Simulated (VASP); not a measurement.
Write the native input for VASP 6.6.1 that does the following.

```
Task                   : single point
Functional             : PBE
Potentials or basis    : VASP PAW PBE potentials, release 64 (Al, Ni)
Cutoff                 : 520 eV
k mesh                 : 16 × 16 × 16
Occupations            : gaussian, width 0.15 eV
Spin                   : no spin polarisation
Dipole correction      : no
Further INCAR settings : ALGO = Normal; EDIFF = 1e-06; NBANDS = 14
```

The structure of AlNi lies in POSCAR:

```
AlNi
1.0
    2.9962400000      0.0000000000      0.0000000000
    0.0000000000      2.9962400000      0.0000000000
    0.0000000000      0.0000000000      2.6505200000
Al Ni
1 1
Direct
    0.0000000000      0.0000000000      0.0000000000
    0.5000000000      0.5000000000      0.5000000000
```

This cell differs from its parent crystal: strain +0.040 along x and y, -0.080 along z.

One way to write it, as run:

INCAR

```
PREC = Accurate
ENCUT = 520
EDIFF = 1E-6
ISMEAR = 0
SIGMA = 0.15
LREAL = F
LASPH = T
NELM = 100
ALGO = Normal
ISIF = 2
LWAVE = F
LCHARG = T
GGA = PE
LELF = T
LVHAR = T
NBANDS = 14
```

KPOINTS

```
Automatic mesh
0
Gamma
  16 16 16
```

Potentials or basis: VASP PAW PBE potentials, release 64 (Al, Ni).

Launch:

```console
$ cat potpaw_PBE.64/Al/POTCAR potpaw_PBE.64/Ni/POTCAR > POTCAR
$ mpirun -np 1 vasp_std > vasp.out
```

Results of the run:

The pressure is 4.1 GPa.

Caveat: the cell differs from its parent crystal (strain +0.040 along x and y, -0.080 along z).

It took 30 s on 1 thread of Intel(R) Xeon(R) 6975P-C (Granite Rapids), on a shared host, peak memory 0.25 GiB.
